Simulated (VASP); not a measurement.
Input of a VASP 6.6.1 run:

Contents of POSCAR:

```
GaAs
1.0
    3.6064012100      0.0000000000      0.0000000000
   -1.8032006000      3.1232350600      0.0000000000
    0.0000000000      0.0000000000      3.5731941600
Ga As
1 1
Direct
    0.3333333300      0.6666666700      0.5000000000
    0.0000000000      0.0000000000      0.0000000000
```

Contents of INCAR.step1:

```
SYSTEM = GaAs
PREC = Accurate
ENCUT = 520
EDIFF = 1E-5
ISMEAR = -1
SIGMA = 0.05
LREAL = .FALSE.
LASPH = .TRUE.
NELM = 60
ALGO = Normal
ISIF = 2
LWAVE = .TRUE.
LCHARG = .FALSE.
NBANDS = 16
GGA = PE
```

INCAR.step2

```
SYSTEM = GaAs
PREC = Accurate
ENCUT = 520
EDIFF = 1E-7
ISMEAR = -1
SIGMA = 0.05
LREAL = .FALSE.
LASPH = .TRUE.
NELM = 60
ALGO = Normal
ISIF = 2
LWAVE = .FALSE.
LCHARG = .FALSE.
METAGGA = R2SCAN
LHFCALC = .TRUE.
AEXX = 0.5
LMIXTAU = .TRUE.
PRECFOCK = Normal
NBANDS = 16
ISTART = 1
```

Contents of KPOINTS:

```
Automatic mesh
0
G
  5 5 4
  0 0 0
```

Potentials or basis: VASP PAW PBE potentials, release 64 (Ga_d, As).

The run is started by

```console
$ cat potpaw_PBE.64/Ga_d/POTCAR potpaw_PBE.64/As/POTCAR > POTCAR
$ cp INCAR.step1 INCAR
$ mpirun -np 1 vasp_std > vasp.out
$ cp INCAR.step2 INCAR
$ mpirun -np 1 vasp_std > vasp.out
```

Question: Predict the pressure.

Answer: -5.9 GPa.

Question: Estimate the band gap on the k mesh.

Answer: Zero (bands 9 and 10 overlap by 5.38 eV).

Stress tensor (GPa, compression positive):
```
 -1.53   0.00   0.00
  0.00  -1.53   0.00
  0.00   0.00 -14.53
```

Caveat: the k points lie up to 0.44 Å⁻¹ apart, too coarse for converged energies and pressures of a metal; the PAW data sets were made with another functional, which shifts forces and pressure a little.
